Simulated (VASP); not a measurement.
Runs of VASP 6.6.1 on BN. The structure is that of space group R3m (No. 160), or close to it. The cells are those of the table. 

```csv
cell,gap on the mesh (eV),pressure (GPa),largest force (eV/Å)
"relaxed from a = 2.525, b = 2.525, c = 3.529 Å, angles 90.3, 110.6, 120.0°, 2 atoms",4.09,-1.1,0.01
"relaxed from a = 2.526, b = 2.526, c = 3.614 Å, angles 90.2, 110.3, 120.0°, 2 atoms",(a),-1.6,0.01
"relaxed from a = 2.534, b = 2.534, c = 3.710 Å, angles 90.1, 109.9, 120.0°, 2 atoms",4.23,-2.0,0.01
"relaxed from a = 2.475, b = 2.475, c = 3.459 Å, angles 90.3, 110.6, 120.0°, 2 atoms",3.89,1.1,0.01
```

Alike in all rows: task relaxation of shape and atoms at fixed volume; level PBEsol+D3(BJ); potentials or basis VASP PAW PBE potentials, release 64 (B, N); no spin polarisation; k mesh 12 × 12 × 12; cutoff (eV) 600; smearing gaussian 0.02 eV.

Task: Estimate the missing entries.

Result: (a) 4.15.

Caveats: the PAW data sets were made with another functional, which shifts forces and pressure a little.

A k mesh can miss the band edges.
